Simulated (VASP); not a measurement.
# Ta (P6_3/mmc) in VASP: elastic constants with PBEsol

Aim: the elastic constants of Ta with PBEsol.

Program: VASP 6.6.1. These are calculated values, not measurements. Logs are shortened: lines on timing, memory, paths and dates and some standing lists are left out, and cuts for length are marked.

### 1 The cell of the first run

Symmetry: P6_3/mmc, No. 194, hexagonal system. Conventional cell: a = 2.900 Å, b = 2.900 Å, c = 5.166 Å, α = 90.00°, β = 90.00°, γ = 120.00°. Within 3.8 Å of Ta (site symmetry -6m2) lie 12 Ta at 2.90 to 3.08 Å.

This isn't the form of Ta at room conditions, which is bcc.

### 2 Elastic constants, PBEsol

The input, INCAR:

```
SYSTEM = Ta
PREC = Accurate
ENCUT = 500
EDIFF = 1E-8
ISMEAR = -1
SIGMA = 0.05
LREAL = .False.
LASPH = .True.
NELM = 120
ALGO = Normal
ISIF = 3
LWAVE = .False.
LCHARG = .True.
GGA = PS
NBANDS = 20
IBRION = 6
NFREE = 2
POTIM = 0.015
NSW = 1
GGA_COMPAT = .False.
```

The input, KPOINTS:

```
Automatic mesh
0
Gamma
  8 8 4
  0 0 0
```

The input, POSCAR:

```
Ta
1.0
    2.9003720726      0.0000000000      0.0000000000
   -1.4501860363      2.5117958953      0.0000000000
    0.0000000000      0.0000000000      5.1662740000
Ta
2
Direct
    0.3333333333      0.6666666667      0.2500000000
    0.6666666667      0.3333333333      0.7500000000
```

Potentials or basis: VASP PAW PBE potentials, release 64 (Ta_sv_GW).

On the command line:

```
$ cat potpaw_PBE.64/Ta_sv_GW/POTCAR > POTCAR
$ mpirun -np 1 vasp_std > vasp.out
```

OUTCAR:

```text
SYSTEM = Ta
   PREC = Accurate
   ENCUT = 500
   EDIFF = 1E-8
   ISMEAR = -1
   LREAL = .False.
   LASPH = .True.
   NELM = 120
   ISIF = 3
   GGA = PS
   IBRION = 6
   NFREE = 2
   POTIM = 0.015
   NSW = 1

 ion  position               nearest neighbor table
   1  0.333  0.667  0.250-   2 3.08   2 3.08   2 3.08   2 3.08   2 3.08   2 3.08
   2  0.667  0.333  0.750-   1 3.08   1 3.08   1 3.08   1 3.08   1 3.08   1 3.08

  LATTYP: Found a hexagonal cell.
 ALAT       =     2.9003720726
 C/A-ratio  =     1.7812452577

  Lattice vectors:

 A1 = (   2.9003720726,   0.0000000000,   0.0000000000)
 A2 = (  -1.4501860363,   2.5117958953,   0.0000000000)
 A3 = (   0.0000000000,   0.0000000000,   5.1662740000)

Analysis of symmetry for initial positions (statically):
=====================================================================
 Subroutine PRICEL returns:
 Original cell was already a primitive cell.

 Routine SETGRP: Setting up the symmetry group for a
 hexagonal supercell.

 Subroutine GETGRP returns: Found 24 space group operations
 (whereof 12 operations were pure point group operations)
 out of a pool of 24 trial point group operations.

The static configuration has the point symmetry D_3d.
 The point group associated with its full space group is D_6h.

Analysis of symmetry for dynamics (positions and initial velocities):
=====================================================================
 Subroutine PRICEL returns:
 Original cell was already a primitive cell.

 Routine SETGRP: Setting up the symmetry group for a
 hexagonal supercell.

 Subroutine GETGRP returns: Found 24 space group operations
 (whereof 12 operations were pure point group operations)
 out of a pool of 24 trial point group operations.

The dynamic configuration has the point symmetry D_3d.
 The point group associated with its full space group is D_6h.

 Subroutine INISYM returns: Found 24 space group operations
 (whereof 12 operations are pure point group operations),
 and found     1 'primitive' translations

----------------------------------------------------------------------------------------

                                     Primitive cell

  volume of cell :      37.6370

  direct lattice vectors                    reciprocal lattice vectors
     2.900372073  0.000000000  0.000000000     0.344783350  0.199060760  0.000000000
    -1.450186036  2.511795895  0.000000000     0.000000000  0.398121520  0.000000000
     0.000000000  0.000000000  5.166274000     0.000000000  0.000000000  0.193563098

  length of vectors
     2.900372073  2.900372073  5.166274000     0.398121520  0.398121520  0.193563098

  position of ions in fractional coordinates (direct lattice)
     0.333333333  0.666666667  0.250000000
     0.666666667  0.333333333  0.750000000

  ion indices of the primitive-cell ions
   primitive index   ion index
                 1           1
                 2           2

----------------------------------------------------------------------------------------

 KPOINTS: Automatic mesh

Automatic generation of k-mesh.
 Grid dimensions read from file:
[... 95 lines left out ...]
   LRPA    =     F    only Hartree local field effects (RPA)
 finite differences with symmetry
 non-spin polarized calculation
  energy-cutoff  :      500.00
  volume of cell :       37.64
 maximum number of plane-waves:       972
 NGX is ok and might be reduce to    24
   NGX = 11   NGY = 11   NGZ = 19

--------------------------------------- Ionic step        1  -------------------------------------------

 number of electron      26.0000002 magnetization

 Free energy of the ion-electron system (eV)
  ---------------------------------------------------
  ext. energy  EPLUGINS =         0.00000000
  ---------------------------------------------------
  free energy    TOTEN  =       -29.52863842 eV

  energy without entropy =      -29.51150390  energy(sigma->0) =      -29.52007116

------------------------ aborting loop because EDIFF is reached ----------------------------------------

  FORCE on cell =-STRESS in cart. coord.  units (eV):
  Direction    XX          YY          ZZ          XY          YZ          ZX
  --------------------------------------------------------------------------------------
  -------------------------------------------------------------------------------------
  Total       -1.9538606     -1.9538606     -1.8507704     -0.0000000      0.0000000     -0.0000000
  in kB      -83.1742037    -83.1742037    -78.7857415     -0.0000000      0.0000000     -0.0000000
  external PRESSURE =     -81.7113830 kB  Pullay stress =       0.0000000 kB
[... 89 lines left out ...]
  FREE ENERGIE OF THE ION-ELECTRON SYSTEM (eV)
  ---------------------------------------------------
  free  energy   TOTEN  =       -29.5503119441 eV

  energy  without entropy=      -29.5324304699  energy(sigma->0) =      -29.54137121

 E-fermi :   9.9599     XC(G=0): -12.8243

 val. band max:        9.9042090268   @ k =   0.3750   0.0000   0.0000
 cond. band min:      10.0014383265   @ k =   0.1250   0.0000   0.2500
 fundamental gap:      0.0972292997
 Fermi energy:         9.9599143311

 k-point     1 :       0.0000    0.0000    0.0000
  band No.  band energies     occupation
      1     -57.6739      2.00000
      2     -57.6234      2.00000
      3     -24.5075      2.00000
      4     -23.7708      2.00000
      5     -23.6179      2.00000
      6     -23.6179      2.00000
[... 541 lines left out ...]
     19      15.4169      0.00000
     20      15.4169      0.00000

 [... further k-points ...]

[... ionic steps 4 to 14 ...]

--------------------------------------- Ionic step       15  -------------------------------------------

 number of electron      26.0000001 magnetization

------------------------ aborting loop because EDIFF is reached ----------------------------------------
[... 67 lines left out ...]
--------------------------------------- Ionic step       17  -------------------------------------------

 number of electron      26.0000002 magnetization

 Free energy of the ion-electron system (eV)
  ---------------------------------------------------
  ext. energy  EPLUGINS =         0.00000000
  ---------------------------------------------------
  free energy    TOTEN  =       -29.52743271 eV

  energy without entropy =      -29.51029222  energy(sigma->0) =      -29.51886246

 E-fermi :  10.1540     XC(G=0): -12.9081

 val. band max:       10.1134044472   @ k =   0.0000   0.0000   0.0000
 cond. band min:      10.1540312067   @ k =  -0.0000   0.1250   0.2500
 fundamental gap:      0.0406267594
 Fermi energy:        10.1540118611

 k-point     1 :       0.0000    0.0000    0.0000
  band No.  band energies     occupation
      1     -57.4481      2.00000
      2     -57.3895      2.00000
      3     -24.3186      2.00000
      4     -23.5069      2.00000
      5     -23.4020      2.00000
      6     -23.4020      2.00000
[... 572 lines left out ...]
  FREE ENERGIE OF THE ION-ELECTRON SYSTEM (eV)
  ---------------------------------------------------
  free  energy   TOTEN  =       -29.5274327089 eV

  energy  without entropy=      -29.5102922152  energy(sigma->0) =      -29.51886246

 INTERNAL STRAIN TENSORS FROM STRAINED CELLS
 ============================================

 INTERNAL STRAIN TENSOR FOR ION    1 for displacements in x,y,z  (eV/Angst):
          X           Y           Z          XY          YZ          ZX
  --------------------------------------------------------------------------------
  x     0.00000     0.00000     0.00000    -2.70198     0.00000    -0.00000
  y    -2.67724     2.77593    -0.00000    -0.00003    -0.00004    -0.00010
  z    -0.00000     0.00000     0.00000     0.00000     0.02597    -0.00000

 INTERNAL STRAIN TENSORS FROM DISPLACED ATOMS
 ============================================

 INTERNAL STRAIN TENSOR FOR ION    1 for displacements in x,y,z  (eV/Angst):
          X           Y           Z          XY          YZ          ZX
  --------------------------------------------------------------------------------
  x     0.00000     0.00000     0.00000    -2.82161     0.00000     0.00000
  y    -2.82161     2.82161     0.00000     0.00000     0.00000     0.00000
  z    -0.00000     0.00000     0.00000     0.00000     0.00000     0.00000

 INTERNAL STRAIN TENSOR FOR ION    2 for displacements in x,y,z  (eV/Angst):
          X           Y           Z          XY          YZ          ZX
  --------------------------------------------------------------------------------
  x     0.00000     0.00000     0.00000     2.82161     0.00000     0.00000
  y     2.82161    -2.82161    -0.00000     0.00000     0.00000     0.00000
  z     0.00000    -0.00000     0.00000     0.00000     0.00000     0.00000

 Eigenvectors and eigenvalues of the dynamical matrix
 ----------------------------------------------------

   1 f  =    5.381082 THz    33.810333 2PiTHz  179.493561 cm-1    22.254355 meV
             X         Y         Z           dx          dy          dz
     -0.000000  1.674531  1.291568     0.000000    0.000000    0.707107
      1.450186  0.837265  3.874705     0.000000    0.000000   -0.707107
[... 21 lines left out ...]
   6 f/i=    1.913973 THz    12.025846 2PiTHz   63.843264 cm-1     7.915552 meV
             X         Y         Z           dx          dy          dz
     -0.000000  1.674531  1.291568     0.000017   -0.707107    0.000000
      1.450186  0.837265  3.874705    -0.000017    0.707107    0.000000

--------------------------------------------------------------------------------------------------------

 ELASTIC MODULI CONTR FROM IONIC RELAXATION (kBar)
 Direction    XX          YY          ZZ          XY          YZ          ZX
 --------------------------------------------------------------------------------
 XX          -0.0000      0.0000      0.0000      0.0000      0.0000      0.0000
 YY           0.0000     -0.0000     -0.0000      0.0000      0.0000      0.0000
 ZZ           0.0000     -0.0000     -0.0000      0.0000      0.0000      0.0000
 XY           0.0000      0.0000      0.0000      0.0000      0.0000      0.0000
 YZ           0.0000      0.0000      0.0000      0.0000      0.0000      0.0000
 ZX           0.0000      0.0000      0.0000      0.0000      0.0000      0.0000
 --------------------------------------------------------------------------------

 TOTAL ELASTIC MODULI (kBar)
 Direction    XX          YY          ZZ          XY          YZ          ZX
 --------------------------------------------------------------------------------
 XX        2887.6943   1996.8100   1137.6277      0.0000     -0.0000     -0.0000
 YY        1996.8100   2887.6943   1137.6277      0.0000      0.0000      0.0000
 ZZ        1137.6277   1137.6277   2710.5978     -0.0000      0.0000      0.0000
 XY           0.0000      0.0000     -0.0000    445.4421      0.0000      0.0000
 YZ          -0.0000      0.0000      0.0000     -0.0000   -376.3415      0.0000
 ZX           0.0000     -0.0000      0.0000     -0.0000      0.0000   -376.3416
 --------------------------------------------------------------------------------
```

Wall time 16 min (1 thread of Intel Xeon Platinum 8259CL at 2.50GHz (Skylake/Cascade Lake), shared host); peak memory 0.27 GiB.

What came out:

* Voigt bulk modulus: 189 GPa
* Highest phonon frequency at Γ: 179 cm⁻¹
* Most unstable mode: 64i cm⁻¹

Phonon frequencies in cm⁻¹ (negative: imaginary):
| q point | frequencies |
| --- | --- |
| (0.000, 0.000, 0.000) | -64 -64 0 0 0 179 |

Elastic tensor in Voigt notation (GPa, in the Cartesian axes of the cell as first typed):
```
289 200 114   0   0   0
200 289 114   0   0   0
114 114 271   0   0   0
  0   0   0 -38   0   0
  0   0   0   0 -38   0
  0   0   0   0   0  45
```

Clamped-ion elastic tensor (GPa):
```
289 200 114   0   0   0
200 289 114   0   0   0
114 114 271   0   0   0
  0   0   0 -38   0   0
  0   0   0   0 -38   0
  0   0   0   0   0  45
```

Caveat: the cell is under stress, which shifts elastic constants; some modes are imaginary; the elastic tensor has a negative eigenvalue, so either the cell is unstable as it stands or the mesh is too thin; the PAW data sets were made with another functional, which shifts forces and pressure a little; spin-orbit coupling is left out, which moves the levels of the heavy elements.
